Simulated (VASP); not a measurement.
# ZnS (F-43m) in VASP: single point with PBE

Aim: the single point of ZnS with PBE.

All numbers are computed with VASP 6.6.1; they aren't measurements. Logs are shortened: lines on timing, memory, paths and dates and some standing lists are left out, and cuts for length are marked.

**1. The cell of the first run**

It takes space group F-43m (No. 216, cubic). The conventional cell has a = 5.388 Å, b = 5.388 Å, c = 5.388 Å, α = 90.00°, β = 90.00°, γ = 90.00°. Within 3.1 Å of Zn (site symmetry -43m) lie 4 S at 2.33 Å. Within 3.1 Å of S (site symmetry -43m) lie 4 Zn at 2.33 Å.

**2. Single point, PBE**

Input file INCAR:

```
  ALGO = Normal
  EDIFF = 1E-7
  ENCUT = 520
  GGA = PE
  ISIF = 2
  ISMEAR = 0
  LASPH = T
  LCHARG = T
  LELF = T
  LREAL = F
  LVHAR = T
  LWAVE = F
  NBANDS = 16
  NELM = 60
  PREC = Accurate
  SIGMA = 0.01
```

Input file KPOINTS:

```
k-points
0
Gamma
  6 6 6
```

Input file POSCAR:

```
ZnS
1.0
    0.0000000000      2.6940858343      2.6940858343
    2.6940858343      0.0000000000      2.6940858343
    2.6940858343      2.6940858343      0.0000000000
Zn S
1 1
Direct
    0.0000000000      0.0000000000      0.0000000000
    0.2500000000      0.2500000000      0.2500000000
```

Potentials or basis: VASP PAW PBE potentials, release 64 (Zn, S).

On the command line:

```sh
$ cat potpaw_PBE.64/Zn/POTCAR potpaw_PBE.64/S/POTCAR > POTCAR
$ mpirun -np 1 vasp_std > vasp.out
```

OUTCAR:

```text
EDIFF = 1E-7
   ENCUT = 520
   GGA = PE
   ISIF = 2
   ISMEAR = 0
   LASPH = T
   LREAL = F
   NELM = 60
   PREC = Accurate

 ion  position               nearest neighbor table
   1  0.000  0.000  0.000-   2 2.33   2 2.33   2 2.33   2 2.33
   2  0.250  0.250  0.250-   1 2.33   1 2.33   1 2.33   1 2.33

  LATTYP: Found a face centered cubic cell.
 ALAT       =     5.3881716686

  Lattice vectors:

 A1 = (   0.0000000000,   2.6940858343,   2.6940858343)
 A2 = (   2.6940858343,   0.0000000000,   2.6940858343)
 A3 = (   2.6940858343,   2.6940858343,   0.0000000000)

Analysis of symmetry for initial positions (statically):
=====================================================================
 Subroutine PRICEL returns:
 Original cell was already a primitive cell.

 Routine SETGRP: Setting up the symmetry group for a
 face centered cubic supercell.

 Subroutine GETGRP returns: Found 24 space group operations
 (whereof 24 operations were pure point group operations)
 out of a pool of 48 trial point group operations.

The static configuration has the point symmetry T_d .

Analysis of symmetry for dynamics (positions and initial velocities):
=====================================================================
 Subroutine PRICEL returns:
 Original cell was already a primitive cell.

 Routine SETGRP: Setting up the symmetry group for a
 face centered cubic supercell.

 Subroutine GETGRP returns: Found 24 space group operations
 (whereof 24 operations were pure point group operations)
 out of a pool of 48 trial point group operations.

The dynamic configuration has the point symmetry T_d .

 Subroutine INISYM returns: Found 24 space group operations
 (whereof 24 operations are pure point group operations),
 and found     1 'primitive' translations

----------------------------------------------------------------------------------------

                                     Primitive cell

  volume of cell :      39.1079

  direct lattice vectors                    reciprocal lattice vectors
     0.000000000  2.694085834  2.694085834    -0.185591711  0.185591711  0.185591711
     2.694085834  0.000000000  2.694085834     0.185591711 -0.185591711  0.185591711
     2.694085834  2.694085834  0.000000000     0.185591711  0.185591711 -0.185591711

  length of vectors
     3.810012725  3.810012725  3.810012725     0.321454273  0.321454273  0.321454273

  position of ions in fractional coordinates (direct lattice)
     0.000000000  0.000000000  0.000000000
     0.250000000  0.250000000  0.250000000

  ion indices of the primitive-cell ions
   primitive index   ion index
                 1           1
                 2           2

----------------------------------------------------------------------------------------

 KPOINTS: k-points

Automatic generation of k-mesh.
 Grid dimensions read from file:
 generate k-points for:    6    6    6

 Generating k-lattice:

  Cartesian coordinates                     Fractional coordinates (reciprocal lattice)
    -0.030931952  0.030931952  0.030931952     0.166666667  0.000000000  0.000000000
     0.030931952 -0.030931952  0.030931952     0.000000000  0.166666667  0.000000000
     0.030931952  0.030931952 -0.030931952     0.000000000  0.000000000  0.166666667

  Length of vectors
     0.053575712  0.053575712  0.053575712

  Shift w.r.t. Gamma in fractional coordinates (k-lattice)
     0.000000000  0.000000000  0.000000000

 Subroutine IBZKPT returns following result:
 ===========================================

 Found     16 irreducible k-points:

 Following reciprocal coordinates:
            Coordinates               Weight
  0.000000  0.000000  0.000000      1.000000
  0.166667  0.000000  0.000000      8.000000
  0.333333  0.000000  0.000000      8.000000
  0.500000  0.000000  0.000000      4.000000
  0.166667  0.166667  0.000000      6.000000
  0.333333  0.166667  0.000000     24.000000
[... 8 lines left out ...]
 -0.333333  0.333333  0.166667     24.000000
 -0.333333  0.500000  0.166667     12.000000
   k-points           NKPTS =     16   k-points in BZ     NKDIM =     16   number of bands    NBANDS=     16
   number of dos      NEDOS =    301   number of ions     NIONS =      2
   total plane-waves  NPLWV =  21952
   dimension x,y,z NGX =    28 NGY =   28 NGZ =   28
   dimension x,y,z NGXF=    56 NGYF=   56 NGZF=   56
   ions per type =               1   1
   NGX,Y,Z   is equivalent  to a cutoff of  12.22, 12.22, 12.22 a.u.
   NGXF,Y,Z  is equivalent  to a cutoff of  24.44, 24.44, 24.44 a.u.
 SYSTEM =  unknown system
   PREC   = accura    normal or accurate (medium, high low for compatibility)
   ISTART =      0    job   : 0-new  1-cont  2-samecut
   ICHARG =      2    charge: 1-file 2-atom 10-const
   ISPIN  =      1    spin polarized calculation?
   LNONCOLLINEAR =      F non collinear calculations
   LSORBIT =      F    spin-orbit coupling
   LASPH  =      T    aspherical Exc in radial PAW
   ENCUT  =  520.0 eV  38.22 Ry    6.18 a.u.   7.08  7.08  7.08*2*pi/ulx,y,z
   NELM   =     60;   NELMIN=  2; NELMDL= -5     # of ELM steps
   EDIFF  = 0.1E-06   stopping-criterion for ELM
   LREAL  =      F    real-space projection
   EDIFFG = 0.1E-05   stopping-criterion for IOM
   NSW    =      0    number of steps for IOM
   IBRION =     -1    ionic relax: 0-MD 1-quasi-New 2-CG
   NFREE  =      0    steps in history (QN), initial steepest desc. (CG)
   ISIF   =      2    stress and relaxation
   ISYM   =      2    0-nonsym 1-usesym 2-fastsym
   POTIM  = 0.5000    time-step for ionic-motion
   TEBEG  =    0.0;   TEEND  =   0.0 temperature during run
   PSTRESS=    0.0 pullay stress
   NELECT =      18.0000    total number of electrons
   NUPDOWN=      -1.0000    fix difference up-down
   EMIN   =  10.00;   EMAX   =-10.00  energy-range for DOS
   EFERMI =   0.00;   METHOD = LEGACY
   ISMEAR =     0;   SIGMA  =   0.01  broadening in eV -4-tet -1-fermi 0-gaus
   EFERMI_NEDOS =   21; number of points for ismear=-14 and -15
   IALGO  =     38    algorithm
   IMIX   =      4    mixing-type and parameters
     AMIX     =   0.40;   BMIX     =  1.00
     AMIX_MAG =   1.60;   BMIX_MAG =  1.00
  volume/ion in A,a.u.               =      19.55       131.96
  Fermi-wavevector in a.u.,A,eV,Ry     =   1.263992  2.388598 21.737690  1.597675
  Thomas-Fermi vector in A             =   2.397320
   LORBIT       =      0    0 simple, 1 ext, 2 COOP (PROOUT), +10 PAW based schemes
   GGA     = PE    functional components
   LHFCALC =     F    Hartree Fock is set to
   AEXX    =    0.0000 exact exchange contribution
   IVDW    =     0    specifies the selected vdW correction
   LEPSILON=     F    determine dielectric tensor
   LRPA    =     F    only Hartree local field effects (RPA)
 non-spin polarized calculation
 Gauss-broadening in eV      SIGMA  =   0.01
  energy-cutoff  :      520.00
  volume of cell :       39.11
 maximum number of plane-waves:      1067
   NGX = 15   NGY = 15   NGZ = 15

 number of electron      18.0000006 magnetization

 Free energy of the ion-electron system (eV)
  ---------------------------------------------------
  ext. energy  EPLUGINS =         0.00000000
  ---------------------------------------------------
  free energy    TOTEN  =        -6.83958326 eV

  energy without entropy =       -6.83958326  energy(sigma->0) =       -6.83958326

 E-fermi :   2.2368     XC(G=0):  -9.6704

 val. band max:        2.1916056214   @ k =   0.0000   0.0000   0.0000
 cond. band min:       4.3440664982   @ k =   0.0000   0.0000   0.0000
 fundamental gap:      2.1524608768
 Fermi energy:         2.2367578181

 k-point     1 :       0.0000    0.0000    0.0000
  band No.  band energies     occupation
      1     -11.0103      2.00000
      2      -4.1845      2.00000
      3      -4.1845      2.00000
      4      -4.1845      2.00000
      5      -3.6760      2.00000
      6      -3.6760      2.00000
[... 8 lines left out ...]
     15      13.9635      0.00000
     16      14.1114      0.00000

 k-point     2 :       0.1667    0.0000    0.0000
  band No.  band energies     occupation
      1     -10.8046      2.00000
      2      -4.1785      2.00000
      3      -4.1485      2.00000
      4      -4.1485      2.00000
      5      -3.6779      2.00000
      6      -3.6779      2.00000
[... 8 lines left out ...]
     15      13.1729      0.00000
     16      14.9306      0.00000

 k-point     3 :       0.3333    0.0000    0.0000
  band No.  band energies     occupation
      1     -10.3376      2.00000
      2      -4.0887      2.00000
      3      -4.0887      2.00000
      4      -4.0230      2.00000
      5      -3.6639      2.00000
      6      -3.6639      2.00000
[... 8 lines left out ...]
     15      13.7901      0.00000
     16      14.0851      0.00000

 k-point     4 :       0.5000    0.0000    0.0000
  band No.  band energies     occupation
      1     -10.0667      2.00000
      2      -4.0674      2.00000
      3      -4.0674      2.00000
      4      -3.6449      2.00000
      5      -3.6449      2.00000
      6      -3.4706      2.00000
[... 8 lines left out ...]
     15      15.6218      0.00000
     16      15.6218      0.00000
[... 172 lines left out ...]
 k-point    14 :       0.5000    0.3333    0.1667
  band No.  band energies     occupation
      1     -10.0133      2.00000
      2      -4.0938      2.00000
      3      -4.0022      2.00000
      4      -3.8840      2.00000
      5      -3.6527      2.00000
      6      -3.6004      2.00000
[... 8 lines left out ...]
     15      16.1916      0.00000
     16      16.8076      0.00000

 k-point    15 :      -0.3333    0.3333    0.1667
  band No.  band energies     occupation
      1      -9.8289      2.00000
      2      -4.0509      2.00000
      3      -3.9598      2.00000
      4      -3.7304      2.00000
      5      -3.6868      2.00000
      6      -3.3576      2.00000
[... 8 lines left out ...]
     15      15.9779      0.00000
     16      16.6598      0.00000

 k-point    16 :      -0.3333    0.5000    0.1667
  band No.  band energies     occupation
      1      -9.7444      2.00000
      2      -4.0954      2.00000
      3      -3.8842      2.00000
      4      -3.7959      2.00000
      5      -3.6527      2.00000
      6      -3.3144      2.00000
[... 8 lines left out ...]
     15      16.1311      0.00000
     16      17.0950      0.00000

------------------------ aborting loop because EDIFF is reached ----------------------------------------

  FORCE on cell =-STRESS in cart. coord.  units (eV):
  Direction    XX          YY          ZZ          XY          YZ          ZX
  --------------------------------------------------------------------------------------
  -------------------------------------------------------------------------------------
  Total        0.6030811      0.6030811      0.6030811     -0.0000000     -0.0000000     -0.0000000
  in kB       24.7071155     24.7071155     24.7071155     -0.0000000     -0.0000000     -0.0000000
  external PRESSURE =      24.7071155 kB  Pullay stress =       0.0000000 kB

 VOLUME and BASIS-vectors are now :
 -----------------------------------------------------------------------------
  energy-cutoff  :      520.00
  volume of cell :       39.11
      direct lattice vectors                 reciprocal lattice vectors
     0.000000000  2.694085834  2.694085834    -0.185591711  0.185591711  0.185591711
     2.694085834  0.000000000  2.694085834     0.185591711 -0.185591711  0.185591711
     2.694085834  2.694085834  0.000000000     0.185591711  0.185591711 -0.185591711

 POSITION                                       TOTAL-FORCE (eV/Angst)
 -----------------------------------------------------------------------------------
      0.00000      0.00000      0.00000        -0.000000     -0.000000     -0.000000
      1.34704      1.34704      1.34704         0.000000      0.000000      0.000000
 -----------------------------------------------------------------------------------
    total drift:                                0.000001      0.000001      0.000001

  FREE ENERGIE OF THE ION-ELECTRON SYSTEM (eV)
  ---------------------------------------------------
  free  energy   TOTEN  =        -6.8395832586 eV

  energy  without entropy=       -6.8395832586  energy(sigma->0) =       -6.83958326
```

Wall time 18 s (1 thread of AMD EPYC 7R43 (Zen 3), shared host); peak memory 0.11 GiB.

What came out:

```
Free energy            : -6.8396 eV
Pressure               : 2.5 GPa
Band gap on the k mesh : 2.15 eV, direct
```

As with any semilocal functional, this PBE gap is likely too small.
